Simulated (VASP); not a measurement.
Here is a VASP 6.6.1 calculation.

INCAR

```
ALGO = Normal ; EDIFF = 1E-6
ENCUT = 600 ; GGA = PS
GGA_COMPAT = False ; ISIF = 2
ISMEAR = 0 ; IVDW = 12
LASPH = True ; LCHARG = False
LREAL = False ; LWAVE = False
NBANDS = 16 ; NELM = 120
PREC = Accurate ; SIGMA = 0.05
```

The input KPOINTS:

```
k-points
0
Gamma
  8 8 8
```

Contents of POSCAR:

```
ZrN
1.0
    0.0000000000      2.2899822039      2.2899822039
    2.2899822039      0.0000000000      2.2899822039
    2.2899822039      2.2899822039      0.0000000000
Zr N
1 1
Direct
    0.5000000000      0.5000000000      0.5000000000
    0.0000000000      0.0000000000      0.0000000000
```

Potentials or basis: VASP PAW PBE potentials, release 64 (Zr_sv, N).

Command:

```sh
$ cat potpaw_PBE.64/Zr_sv/POTCAR potpaw_PBE.64/N/POTCAR > POTCAR
$ mpirun -np 1 vasp_std > vasp.out
```

Problem. Estimate the pressure.

Solution. -9.9 GPa.

Problem. What does it give for the band gap on the k mesh?

Solution. Zero (an odd number of electrons rules out a gap without spin polarisation).

Problem. What does it give for the dispersion energy per atom?

Solution. -0.419 eV.

Caveat: the cell stands under tension; the PAW data sets were made with another functional, which shifts forces and pressure a little.
